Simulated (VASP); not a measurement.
# FeO (Wuestite) in VASP: notebook, part 2 of 2

VASP 6.6.1. Earlier steps stand in the parts before.

### Step 3. Single point, PBE, collinear spin, ferromagnetic start (volume scaled by 0.88, then relaxed in part)

INCAR reads:

```
ALGO = Normal
EDIFF = 1E-6
ENCUT = 520
GGA = PE
ISIF = 2
ISMEAR = 0
ISPIN = 2
LASPH = True
LCHARG = True
LELF = True
LMAXMIX = 4
LORBIT = 11
LREAL = False
LVHAR = True
LWAVE = False
MAGMOM = 3.79 0.35
NBANDS = 18
NELM = 150
PREC = Accurate
SIGMA = 0.1
```

KPOINTS reads:

```
k-points
0
Gamma
  18 18 18
```

POSCAR reads:

```
FeO
1.0
    1.4596920466      0.8427535961      2.3842145158
   -1.4596920466      0.8427535961      2.3842145158
    0.0000000000     -1.6855071920      2.3842145158
Fe O
1 1
Direct
    0.0000000000      0.0000000000      0.0000000000
    0.5000000000      0.5000000000      0.5000000000
```

Potentials or basis: VASP PAW PBE potentials, release 64 (Fe, O).

The run is started by

```
$ cat potpaw_PBE.64/Fe/POTCAR potpaw_PBE.64/O/POTCAR > POTCAR
$ mpirun -np 1 vasp_std > vasp.out
```

OUTCAR:

```text
EDIFF = 1E-6
   ENCUT = 520
   GGA = PE
   ISIF = 2
   ISMEAR = 0
   ISPIN = 2
   LASPH = True
   LORBIT = 11
   LREAL = False
   NELM = 150
   PREC = Accurate

 ion  position               nearest neighbor table
   1  0.000  0.000  0.000-   2 2.06   2 2.06   2 2.06   2 2.06   2 2.06   2 2.06
   2  0.500  0.500  0.500-   1 2.06   1 2.06   1 2.06   1 2.06   1 2.06   1 2.06

  LATTYP: Found a trigonal (rhomboedric) cell.
 ALAT       =     2.9198310485
 COS(alpha) =     0.5001530640

  Lattice vectors:

 A1 = (   1.4596920466,   0.8427535961,   2.3842145158)
 A2 = (  -1.4596920466,   0.8427535961,   2.3842145158)
 A3 = (   0.0000000000,  -1.6855071920,   2.3842145158)

Analysis of symmetry for initial positions (statically):
=====================================================================
 Subroutine PRICEL returns:
 Original cell was already a primitive cell.

 Routine SETGRP: Setting up the symmetry group for a
 trigonal (rhombohedral) supercell.

 Subroutine GETGRP returns: Found 12 space group operations
 (whereof 12 operations were pure point group operations)
 out of a pool of 12 trial point group operations.

The static configuration has the point symmetry D_3d.

Analysis of symmetry for dynamics (positions and initial velocities):
=====================================================================
 Subroutine PRICEL returns:
 Original cell was already a primitive cell.

 Routine SETGRP: Setting up the symmetry group for a
 trigonal (rhombohedral) supercell.

 Subroutine GETGRP returns: Found 12 space group operations
 (whereof 12 operations were pure point group operations)
 out of a pool of 12 trial point group operations.

The dynamic configuration has the point symmetry D_3d.

Analysis of structural, dynamic, and magnetic symmetry:
=====================================================================
 Subroutine PRICEL returns:
 Original cell was already a primitive cell.

 Routine SETGRP: Setting up the symmetry group for a
 trigonal (rhombohedral) supercell.
[... 148 lines left out ...]
  ext. energy  EPLUGINS =         0.00000000
  ---------------------------------------------------
  free energy    TOTEN  =       -14.71893649 eV

  energy without entropy =      -14.71062424  energy(sigma->0) =      -14.71478037

 E-fermi :   7.6862     XC(G=0): -12.8996

 val. band max:        7.6861897929   @ k =  -0.3889   0.4444   0.3333
 cond. band min:       7.6864845432   @ k =  -0.1667   0.4444   0.1111
 fundamental gap:      0.0002947503
 Fermi energy:         7.6862115265

 spin component 1

 k-point     1 :       0.0000    0.0000    0.0000
  band No.  band energies     occupation
      1     -14.1802      1.00000
      2       3.3915      1.00000
      3       3.3931      1.00000
      4       3.3931      1.00000
      5       3.6935      1.00000
      6       3.6947      1.00000
[... 493 lines left out ...]
     17      35.5487      0.00000
     18      37.9374      0.00000

 [... further k-points ...]

 spin component 2

 k-point     1 :       0.0000    0.0000    0.0000
  band No.  band energies     occupation
      1     -13.6364      1.00000
      2       3.9695      1.00000
      3       3.9712      1.00000
      4       3.9712      1.00000
      5       6.7189      1.00000
      6       6.7204      1.00000
[... 493 lines left out ...]
     17      36.4797      0.00000
     18      38.9841      0.00000

 [... further k-points ...]

------------------------ aborting loop because EDIFF is reached ----------------------------------------

  FORCE on cell =-STRESS in cart. coord.  units (eV):
  Direction    XX          YY          ZZ          XY          YZ          ZX
  --------------------------------------------------------------------------------------
  -------------------------------------------------------------------------------------
  Total        3.3396235      3.3396235      3.3387664     -0.0000000      0.0000000      0.0000000
  in kB      304.0532550    304.0532550    303.9752232     -0.0000000      0.0000000      0.0000000
  external PRESSURE =     304.0272444 kB  Pullay stress =       0.0000000 kB

 VOLUME and BASIS-vectors are now :
 -----------------------------------------------------------------------------
  energy-cutoff  :      520.00
  volume of cell :       17.60
      direct lattice vectors                 reciprocal lattice vectors
     1.459692047  0.842753596  2.384214516     0.342538004  0.197764409  0.139808449
    -1.459692047  0.842753596  2.384214516    -0.342538004  0.197764409  0.139808449
     0.000000000 -1.685507192  2.384214516     0.000000000 -0.395528818  0.139808449

 POSITION                                       TOTAL-FORCE (eV/Angst)
 -----------------------------------------------------------------------------------
      0.00000      0.00000      0.00000         0.000000      0.000000      0.000000
      0.00000      0.00000      3.57632        -0.000000     -0.000000     -0.000000
 -----------------------------------------------------------------------------------
    total drift:                               -0.000000      0.000000     -0.000000

  FREE ENERGIE OF THE ION-ELECTRON SYSTEM (eV)
  ---------------------------------------------------
  free  energy   TOTEN  =       -14.7189364912 eV

  energy  without entropy=      -14.7106242408  energy(sigma->0) =      -14.71478037

 total charge

# of ion       s       p       d       tot
------------------------------------------
    1        0.328   0.456   6.202   6.986
    2        1.559   3.506   0.000   5.065
--------------------------------------------------
tot          1.887   3.962   6.202  12.051

 magnetization (x)

# of ion       s       p       d       tot
------------------------------------------
    1        0.027   0.024   3.473   3.525
    2        0.035   0.269   0.000   0.304
--------------------------------------------------
tot          0.062   0.293   3.473   3.828
```

stdout:

```text
POSCAR found type information on POSCAR FeO
 POSCAR found :  2 types and       2 ions
 scaLAPACK will be used
 LDA part: xc-table for (Slater+PW92), standard interpolation
 POSCAR, INCAR and KPOINTS ok, starting setup
 FFT: planning ... GRIDC
 FFT: planning ... GRID_SOFT
 FFT: planning ... GRID
 WAVECAR not read
 entering main loop
```

It took 6.7 min on 1 thread of AMD EPYC 9R45 (Zen 5), shared host; peak memory 0.34 GiB.

Results:

| Item | Value |
| --- | --- |
| Free energy | -14.7189 eV |
| Pressure | 30.4 GPa |
| Net moment | 3.90 μB per cell |
| Site moments | Fe +3.52; O +0.30 μB |
| Valence electrons inside the program's atomic spheres | Fe 6.99; O 5.07 |

Caveat: a cell with one magnetic atom can't hold antiferromagnetic order, which such compounds often take; semilocal functionals often make such compounds metallic where correlation or magnetic order opens a gap, which also shifts bond lengths.
